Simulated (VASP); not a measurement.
## GaAs: single point with PBEsol

The system is GaAs.

```xyz
4
Lattice="2.9421 2.9421 0.0000 -2.9421 2.9421 0.0000 0.0000 0.0000 5.5222" Properties=species:S:1:pos:R:3 pbc="T T T"
Ga    0.0000    0.0000    0.0000
Ga    0.0000    2.9421    2.7611
As    1.4711    1.4711    4.1416
As   -1.4711    1.4711    1.3805
```

This cell differs from its parent crystal: biaxial strain in the a-b plane: +4.0 %.

* Program: VASP 6.6.1
* Task: single point
* Functional: PBEsol
* Potentials or basis: VASP PAW PBE potentials, release 64 (Ga_d, As)
* Cutoff: 520 eV
* k mesh: 10 × 10 × 6
* Occupations: gaussian, width 0.01 eV
* Spin: no spin polarisation
* Dipole correction: no
* Further INCAR settings: ALGO = Normal; EDIFF = 1e-06; NBANDS = 26

```
Pressure               : -3.2 GPa
Band gap on the k mesh : 0.19 eV
```

Stress tensor (GPa, compression positive):
```
-4.25  0.00  0.00
 0.00 -4.25  0.00
 0.00  0.00 -0.95
```

Levels at points of the mesh, in eV from the valence-band top:
```tsv
k point	band 14	band 15	band 16	band 17	band 18	band 19	band 20	band 21	band 22	band 23
(0.00, 0.00, 0.00)	-2.78	-2.78	-0.12	-0.12	0.00	0.19	1.21	1.22	3.57	3.74
(0.50, 0.00, 0.00)	-5.45	-2.97	-2.97	-1.41	-1.41	2.27	2.27	5.44	5.44	5.51
(0.50, 0.50, 0.00)	-6.72	-2.39	-2.39	-2.35	-2.35	1.56	1.56	1.78	1.78	9.31
(0.00, 0.00, 0.50)	-3.92	-1.78	-1.78	-1.78	-1.78	1.58	1.58	3.13	3.13	6.35
(0.50, 0.00, 0.50)	-6.39	-1.31	-1.31	-0.85	-0.85	0.71	0.71	4.35	4.35	4.81
(0.50, 0.50, 0.50)	-6.51	-3.32	-3.32	-3.15	-3.15	4.73	4.73	4.96	4.96	5.69
```

Wall time 4 min on 1 thread of Intel Xeon 8259CL, on a shared host, peak memory 0.32 GiB.

Caveat: the cell differs from its parent crystal (biaxial strain in the a-b plane: +4.0 %); the cell stands under tension; the PAW data sets were made with another functional, which shifts forces and pressure a little.
